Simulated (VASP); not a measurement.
Runs of VASP 6.6.1 on S. The structure is that of space group Fd-3m (No. 227), or close to it. The cells are those of the table. 

| cell | gap on the mesh (eV) | pressure (GPa) |
| --- | --- | --- |
| a = 3.405 Å, angles 60.0°, 2 atoms | none | 59.7 |
| a = 3.718 Å, angles 60.0°, 2 atoms | none | (a) |
| a = 4.087 Å, angles 60.0°, 2 atoms | none | -0.1 |
| a = 3.532 Å, angles 60.0°, 2 atoms | none | 39.8 |

Alike in all rows: task single point; level PBE; potentials or basis VASP PAW PBE potentials, release 64 (S); no spin polarisation; k mesh 6 × 6 × 6; cutoff (eV) 520; smearing fermi-dirac 0.02 eV.

Q: Fill in the values left out.

A: (a) 19.8.

Caveats: some runs use coarse meshes.

A gap of «none» marks levels without a gap at the run's occupations.
